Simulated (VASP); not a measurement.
Here is a VASP 6.6.1 calculation.

The input INCAR:

```
SYSTEM = Si2Sn3
ALGO = Fast ; EDIFF = 1E-6
ENCUT = 520 ; GGA = PE
ISIF = 2 ; ISMEAR = 0
ISPIN = 2 ; LASPH = .TRUE.
LCHARG = .FALSE. ; LORBIT = 11
LREAL = .FALSE. ; LWAVE = .FALSE.
MAGMOM = -4 -2 -4 4 1 ; NBANDS = 37
NELM = 150 ; PREC = Accurate
SIGMA = 0.1
```

The input KPOINTS:

```
k-points
0
G
  12 12 4
  0 0 0
```

File POSCAR:

```
Si2Sn3
1.0
    3.1093209176      0.0000000000      0.0000000000
   -1.5546604588      2.6927509032      0.0000000000
    0.0000000000      0.0000000000     14.1864746722
Si Sn
2 3
Direct
    0.0000000000      0.0000000000      0.5841636837
    0.0000000000      0.0000000000      0.4158363163
    0.0000000000      0.0000000000      0.7787592245
    0.0000000000      0.0000000000      0.0000000000
    0.0000000000      0.0000000000      0.2212407755
```

Potentials or basis: VASP PAW PBE potentials, release 64 (Si, Sn_d).

The run is started by

```console
$ cat potpaw_PBE.64/Si/POTCAR potpaw_PBE.64/Sn_d/POTCAR > POTCAR
$ mpirun -np 1 vasp_std > vasp.out
```

Question: Estimate the pressure.

Answer: 0.0 GPa.

Question: Estimate the net moment.

Answer: 0.00 μB per cell.
